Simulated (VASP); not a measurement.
# Ta2AlF3 (P-62m) in VASP: further runs, part 3 of 3

VASP 6.6.1. Earlier steps stand in the parts before.

## (5) Relaxation of cell and atoms, PBE

This run uses another cell than the first one, of 15.46 Å³/atom.

Input file INCAR:

```
SYSTEM = Ta2AlF3
PREC = Accurate
ENCUT = 600
EDIFF = 1E-6
ISMEAR = 0
SIGMA = 0.1
LREAL = .False.
LASPH = .True.
NELM = 100
ALGO = Normal
ISIF = 3
LWAVE = .False.
LCHARG = .False.
GGA = PE
IBRION = 2
NSW = 100
EDIFFG = -0.01
```

Input file KPOINTS:

```
Automatic mesh
0
Gamma
  6 6 14
  0 0 0
```

Input file POSCAR:

```
Ta2AlF3
1.0
    6.4467375711      0.0000000000      0.0000000000
   -3.2233687856      5.5830385081      0.0000000000
    0.0000000000      0.0000000000      2.5768615351
Ta Al F
2 1 3
Direct
    0.3333333333      0.6666666667      0.5000000000
    0.6666666667      0.3333333333      0.5000000000
    0.0000000000      0.0000000000      0.5000000000
    0.3397884271      0.0000000000      0.5000000000
    0.0000000000      0.3397884271      0.5000000000
    0.6602115729      0.6602115729      0.5000000000
```

Potentials or basis: VASP PAW PBE potentials, release 64 (Ta_pv, Al, F).

On the command line:

```sh
cat potpaw_PBE.64/Ta_pv/POTCAR potpaw_PBE.64/Al/POTCAR potpaw_PBE.64/F/POTCAR > POTCAR
mpirun -np 1 vasp_std > vasp.out
```

OUTCAR:

```text
SYSTEM = Ta2AlF3
   PREC = Accurate
   ENCUT = 600
   EDIFF = 1E-6
   ISMEAR = 0
   LREAL = .False.
   LASPH = .True.
   NELM = 100
   ISIF = 3
   GGA = PE
   IBRION = 2
   NSW = 100
   EDIFFG = -0.01

 ion  position               nearest neighbor table
   1  0.333  0.667  0.500-   4 2.13   5 2.13   6 2.13
   2  0.667  0.333  0.500-   5 2.13   4 2.13   6 2.13
   3  0.000  0.000  0.500-   6 2.19   4 2.19   5 2.19
   4  0.340  0.000  0.500-   1 2.13   2 2.13   3 2.19
   5  0.000  0.340  0.500-   2 2.13   1 2.13   3 2.19
   6  0.660  0.660  0.500-   1 2.13   2 2.13   3 2.19

  LATTYP: Found a hexagonal cell.
 ALAT       =     6.4467375711
 C/A-ratio  =     0.3997155936

  Lattice vectors:

 A1 = (   6.4467375711,   0.0000000000,   0.0000000000)
 A2 = (  -3.2233687856,   5.5830385081,   0.0000000000)
 A3 = (   0.0000000000,   0.0000000000,   2.5768615351)

Analysis of symmetry for initial positions (statically):
=====================================================================
 Subroutine PRICEL returns:
 Original cell was already a primitive cell.

 Routine SETGRP: Setting up the symmetry group for a
 hexagonal supercell.

 Subroutine GETGRP returns: Found 12 space group operations
 (whereof 12 operations were pure point group operations)
 out of a pool of 24 trial point group operations.

The static configuration has the point symmetry D_3h.

Analysis of symmetry for dynamics (positions and initial velocities):
=====================================================================
 Subroutine PRICEL returns:
 Original cell was already a primitive cell.

 Routine SETGRP: Setting up the symmetry group for a
 hexagonal supercell.

 Subroutine GETGRP returns: Found 12 space group operations
 (whereof 12 operations were pure point group operations)
 out of a pool of 24 trial point group operations.

The dynamic configuration has the point symmetry D_3h.

 Subroutine INISYM returns: Found 12 space group operations
 (whereof 12 operations are pure point group operations),
 and found     1 'primitive' translations

----------------------------------------------------------------------------------------

                                     Primitive cell

  volume of cell :      92.7474

  direct lattice vectors                    reciprocal lattice vectors
     6.446737571  0.000000000  0.000000000     0.155117218  0.089556968  0.000000000
    -3.223368786  5.583038508  0.000000000     0.000000000  0.179113936  0.000000000
     0.000000000  0.000000000  2.576861535     0.000000000  0.000000000  0.388068969

  length of vectors
     6.446737571  6.446737571  2.576861535     0.179113936  0.179113936  0.388068969

  position of ions in fractional coordinates (direct lattice)
     0.333333333  0.666666667  0.500000000
     0.666666667  0.333333333  0.500000000
     0.000000000  0.000000000  0.500000000
     0.339788427  0.000000000  0.500000000
     0.000000000  0.339788427  0.500000000
     0.660211573  0.660211573  0.500000000

  ion indices of the primitive-cell ions
   primitive index   ion index
[... 39 lines left out ...]
  0.166667  0.166667  0.000000      6.000000
  0.333333  0.166667  0.000000     12.000000
[... 16 lines left out ...]
  0.166667  0.000000  0.214286     12.000000
  0.333333  0.000000  0.214286     12.000000
 [... further k-points ...]
   k-points           NKPTS =     56   k-points in BZ     NKDIM =     56   number of bands    NBANDS=     27
   number of dos      NEDOS =    301   number of ions     NIONS =      6
   total plane-waves  NPLWV =  69984
   dimension x,y,z NGX =    54 NGY =   54 NGZ =   24
   dimension x,y,z NGXF=   108 NGYF=  108 NGZF=   48
   ions per type =               2   1   3
   NGX,Y,Z   is equivalent  to a cutoff of  13.93, 13.93, 15.48 a.u.
   NGXF,Y,Z  is equivalent  to a cutoff of  27.85, 27.85, 30.97 a.u.
 SYSTEM =  Ta2AlF3
   PREC   = accura    normal or accurate (medium, high low for compatibility)
   ISTART =      0    job   : 0-new  1-cont  2-samecut
   ICHARG =      2    charge: 1-file 2-atom 10-const
   ISPIN  =      1    spin polarized calculation?
   LNONCOLLINEAR =      F non collinear calculations
   LSORBIT =      F    spin-orbit coupling
   LASPH  =      T    aspherical Exc in radial PAW
   ENCUT  =  600.0 eV  44.10 Ry    6.64 a.u.  12.88 12.88  5.15*2*pi/ulx,y,z
   NELM   =    100;   NELMIN=  2; NELMDL= -5     # of ELM steps
   EDIFF  = 0.1E-05   stopping-criterion for ELM
   LREAL  =      F    real-space projection
   EDIFFG = -.1E-01   stopping-criterion for IOM
   NSW    =    100    number of steps for IOM
   IBRION =      2    ionic relax: 0-MD 1-quasi-New 2-CG
   NFREE  =      1    steps in history (QN), initial steepest desc. (CG)
   ISIF   =      3    stress and relaxation
   ISYM   =      2    0-nonsym 1-usesym 2-fastsym
   POTIM  = 0.5000    time-step for ionic-motion
   TEBEG  =    0.0;   TEEND  =   0.0 temperature during run
   PSTRESS=    0.0 pullay stress
   NELECT =      46.0000    total number of electrons
   NUPDOWN=      -1.0000    fix difference up-down
   EMIN   =  10.00;   EMAX   =-10.00  energy-range for DOS
   EFERMI =   0.00;   METHOD = LEGACY
   ISMEAR =     0;   SIGMA  =   0.10  broadening in eV -4-tet -1-fermi 0-gaus
   EFERMI_NEDOS =   21; number of points for ismear=-14 and -15
   IALGO  =     38    algorithm
   IMIX   =      4    mixing-type and parameters
     AMIX     =   0.40;   BMIX     =  1.00
     AMIX_MAG =   1.60;   BMIX_MAG =  1.00
  volume/ion in A,a.u.               =      15.46       104.32
  Fermi-wavevector in a.u.,A,eV,Ry     =   1.295866  2.448832 22.847850  1.679270
  Thomas-Fermi vector in A             =   2.427359
   LORBIT       =      0    0 simple, 1 ext, 2 COOP (PROOUT), +10 PAW based schemes
   GGA     = PE    functional components
   LHFCALC =     F    Hartree Fock is set to
   AEXX    =    0.0000 exact exchange contribution
   IVDW    =     0    specifies the selected vdW correction
   LEPSILON=     F    determine dielectric tensor
   LRPA    =     F    only Hartree local field effects (RPA)
 conjugate gradient relaxation of ions
 non-spin polarized calculation
 Gauss-broadening in eV      SIGMA  =   0.10
  energy-cutoff  :      600.00
  volume of cell :       92.75
 maximum number of plane-waves:      3128
 NGX is ok and might be reduce to    54
   NGX = 25   NGY = 25   NGZ = 11

--------------------------------------- Ionic step        1  -------------------------------------------

 number of electron      46.0000003 magnetization

 Free energy of the ion-electron system (eV)
  ---------------------------------------------------
  ext. energy  EPLUGINS =         0.00000000
  ---------------------------------------------------
  free energy    TOTEN  =       -38.03189882 eV

  energy without entropy =      -38.02017869  energy(sigma->0) =      -38.02603876

------------------------ aborting loop because EDIFF is reached ----------------------------------------

  FORCE on cell =-STRESS in cart. coord.  units (eV):
  Direction    XX          YY          ZZ          XY          YZ          ZX
  --------------------------------------------------------------------------------------
  -------------------------------------------------------------------------------------
  Total        0.0688169      0.0688169      1.4409828     -0.0000000      0.0000000     -0.0000000
  in kB        1.1887871      1.1887871     24.8924515     -0.0000000      0.0000000     -0.0000000
  external PRESSURE =       9.0900086 kB  Pullay stress =       0.0000000 kB
[... 67 lines left out ...]
--------------------------------------- Ionic step        3  -------------------------------------------

 number of electron      46.0000005 magnetization

 Free energy of the ion-electron system (eV)
  ---------------------------------------------------
  ext. energy  EPLUGINS =         0.00000000
  ---------------------------------------------------
  free energy    TOTEN  =       -38.03703906 eV

  energy without entropy =      -38.02548042  energy(sigma->0) =      -38.03125974

 E-fermi :   4.8093     XC(G=0): -10.4944

 val. band max:        4.7770566376   @ k =   0.3333   0.1667   0.0714
 cond. band min:       4.8368028092   @ k =   0.3333   0.0000   0.2857
 fundamental gap:      0.0597461717
 Fermi energy:         4.8092844756

 k-point     1 :       0.0000    0.0000    0.0000
  band No.  band energies     occupation
      1     -31.0444      2.00000
      2     -31.0444      2.00000
      3     -30.9167      2.00000
      4     -30.9167      2.00000
      5     -29.3793      2.00000
      6     -29.3744      2.00000
[... 709 lines left out ...]
     26       5.9577      0.00000
     27       6.1650      0.00000

 [... further k-points ...]

------------------------ aborting loop because EDIFF is reached ----------------------------------------

  FORCE on cell =-STRESS in cart. coord.  units (eV):
  Direction    XX          YY          ZZ          XY          YZ          ZX
  --------------------------------------------------------------------------------------
  -------------------------------------------------------------------------------------
  Total       -0.0503182     -0.0503182      0.0090114      0.0000000      0.0000000      0.0000000
  in kB       -0.8624103     -0.8624103      0.1544468      0.0000000      0.0000000      0.0000000
  external PRESSURE =      -0.5234579 kB  Pullay stress =       0.0000000 kB
[... 21 lines left out ...]
  FREE ENERGIE OF THE ION-ELECTRON SYSTEM (eV)
  ---------------------------------------------------
  free  energy   TOTEN  =       -38.0370390638 eV

  energy  without entropy=      -38.0254804245  energy(sigma->0) =      -38.03125974

 reached required accuracy - stopping structural energy minimisation
```

It took 8.6 min on 1 thread of Intel Xeon 8259CL, shared host; peak memory 0.36 GiB.

What came out:

```yaml
Free_energy: -38.0370 eV
Relaxed_volume: 15.58 Å³/atom
Relaxed_cell: a = 6.449 Å, b = 6.449 Å, c = 2.595 Å, α = 90.00°, β = 90.00°, γ = 120.00°
Space_group_after_relaxing_to_0.1_Å: P-62m (No. 189)
Energy_gained_by_relaxing: 0.9 meV/atom
Ionic_steps: 3
Pressure_after_relaxing: -0.1 GPa
Largest_force_after_relaxing: 0.008 eV/Å
Band_gap_on_the_k_mesh: zero (bands 23 and 24 overlap by 0.67 eV)
```

Forces on the atoms (eV/Å):
```
Ta   0.000  0.000  0.000
Ta   0.000  0.000  0.000
Al   0.000  0.000  0.000
F   -0.008  0.000  0.000
F    0.004 -0.007  0.000
F    0.004  0.007  0.000
```

Stress tensor (GPa, compression positive):
```
-0.09  0.00  0.00
 0.00 -0.09  0.00
 0.00  0.00  0.02
```

The path:
| step | energy change (eV) | largest force (eV/Å) | pressure (GPa) | volume (Å³) |
| --- | --- | --- | --- | --- |
| 1 | 0.0000 | 0.0139 | 0.91 | 92.75 |
| 2 | -0.0033 | 0.0050 | -0.60 | 93.93 |
| 3 | -0.0051 | 0.0083 | -0.05 | 93.48 |

Final structure:
```cif
data_structure
_symmetry_space_group_name_H-M 'P 1'
_symmetry_Int_Tables_number 1
_cell_length_a 6.4490
_cell_length_b 6.4490
_cell_length_c 2.5954
_cell_angle_alpha 90.000
_cell_angle_beta 90.000
_cell_angle_gamma 120.000
_cell_volume 93.48
loop_
_atom_site_label
_atom_site_type_symbol
_atom_site_fract_x
_atom_site_fract_y
_atom_site_fract_z
_atom_site_occupancy
Ta1 Ta 0.33333 0.66667 0.50000 1
Ta2 Ta 0.66667 0.33333 0.50000 1
Al1 Al 0.00000 0.00000 0.50000 1
F1 F 0.33972 0.00000 0.50000 1
F2 F 0.00000 0.33972 0.50000 1
F3 F 0.66028 0.66028 0.50000 1
```

Levels at points of the mesh, in eV from the Fermi level:
| k point | band 19 | band 20 | band 21 | band 22 | band 23 | band 24 | band 25 | band 26 | band 27 |
| --- | --- | --- | --- | --- | --- | --- | --- | --- | --- |
| (0.00, 0.00, 0.00) | -5.28 | -3.92 | -3.65 | -1.40 | -1.40 | 0.51 | 2.01 | 2.01 | 3.14 |
| (0.50, 0.00, 0.00) | -4.34 | -4.24 | -3.72 | -0.91 | -0.90 | 0.19 | 1.31 | 1.87 | 2.12 |
| (0.00, 0.00, 0.50) | -2.44 | -2.44 | -1.01 | -1.01 | -0.84 | 0.39 | 0.91 | 0.91 | 3.20 |
| (0.50, 0.00, 0.50) | -2.00 | -2.00 | -1.53 | -1.47 | -0.66 | 1.33 | 1.69 | 1.99 | 2.10 |

Caveat: spin-orbit coupling is left out, which moves the levels of the heavy elements.

## (6) Overview

| task | cell | k mesh | cutoff (eV) | gap on the mesh (eV) | pressure (GPa) | relaxed volume (Å³/atom) | largest force (eV/Å) |
| --- | --- | --- | --- | --- | --- | --- | --- |
| single point | a = 6.370, b = 6.370, c = 2.731 Å, angles 90.0, 90.0, 120.0°, 6 atoms, atomic positions A | 6 × 6 × 4 | 520 | none | 0.2 | - | 0.03 |
| relaxation of cell and atoms | relaxed from a = 6.370, b = 6.370, c = 2.731 Å, angles 90.0, 90.0, 120.0°, 6 atoms, atomic positions A | 3 × 3 × 6 | 600 | none | 0.2 | 15.46 | - |
| single point | a = 6.457, b = 6.457, c = 2.596 Å, angles 90.0, 90.0, 120.0°, 6 atoms, atomic positions B | 6 × 6 × 14 | 520 | none | 0.1 | - | 0.04 |
| relaxation of cell and atoms | relaxed from a = 6.447, b = 6.447, c = 2.577 Å, angles 90.0, 90.0, 120.0°, 6 atoms, atomic positions C | 6 × 6 × 14 | 600 | none | -0.1 | 15.58 | 0.01 |

Alike in all rows: level PBE; potentials or basis VASP PAW PBE potentials, release 64 (Ta_pv, Al, F); no spin polarisation; smearing gaussian 0.1 eV.

Caveats: some runs use coarse meshes; spin-orbit coupling is left out, which moves the levels of the heavy elements.

Total energies depend on the potentials used, so only differences within one code and one set of settings carry meaning.

The gap in the log of VASP goes by the Fermi energy; the results here count the filled bands.